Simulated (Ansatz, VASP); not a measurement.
# One calculation of Pt, two programs

Contents of INCAR:

```
SYSTEM = Pt
ALGO = Fast
EDIFF = 1E-6
EDIFFG = -0.01
ENCUT = 600
GGA = PS
IBRION = 2
ISIF = 3
ISMEAR = 0
LASPH = .TRUE.
LCHARG = .FALSE.
LREAL = .FALSE.
LWAVE = .FALSE.
NELM = 60
NSW = 100
PREC = Accurate
SIGMA = 0.1
```

KPOINTS

```
k-points
0
G
  24 24 24
  0 0 0
```

File POSCAR:

```
Pt
1.0
   -2.4595936916      2.4595936916      1.3417537615
    2.4595936916     -2.4595936916      1.3417537615
    2.4595936916      2.4595936916     -1.3417537615
Pt
2
Direct
    0.0000000000      0.0000000000      0.0000000000
    0.7500000000      0.2500000000      0.5000000000
```

Input for Ansatz:

```yaml
crystal:
  lattice:
    - [-2.4595936916, 2.4595936916, 1.3417537615]
    - [2.4595936916, -2.4595936916, 1.3417537615]
    - [2.4595936916, 2.4595936916, -1.3417537615]
  atoms:
    - { symbol: Pt, position: [0.0, 0.0, 0.0] }
    - { symbol: Pt, position: [0.75, 0.25, 0.5] }
basis:
  ecutwfc: 420
kpoints:
  mp_grid: { grid: [24, 24, 24] }
hamiltonian:
  xc: pbesol
scf:
  occupations: { method: gaussian, width: 0.1 }
output:
  forces: true
  stress: true
  eigenvalues: true
relax:
  adjacent_minimum: "off"
  f_tol: 0.01
  max_steps: 80
  cell: { stress_tol: 0.05 }
```

Alike in both runs: task relaxation of cell and atoms; functional PBEsol; k mesh 24 × 24 × 24; occupations gaussian, width 0.1 eV; no spin polarisation.

```csv
,VASP,Ansatz
version,VASP 6.6.1,Ansatz 0.2.0
potentials or method,"VASP PAW PBE potentials, release 64 (Pt), cutoff 600 eV","scalar-relativistic, plane waves, PAW"
valence electrons in the cell,20,36
```

```tsv
	VASP	Ansatz	Ansatz less VASP
gap on the k mesh at the Fermi level, each at its own relaxed structure (eV)	none	none	-
relaxed volume (Å³/atom)	16.43	16.46	+0.027
relaxed length of the cell vector where the two differ most in proportion (Å)	3.753	3.756	+0.0021
```

VASP's potentials were made for PBE, not for PBEsol. A gap of «none» marks a metal or a gap that the smearing closes. VASP's potentials hold 20 valence electrons a cell and Ansatz's 36, so a difference there can come from the potentials and not from the codes.

Spin-orbit coupling is off throughout.
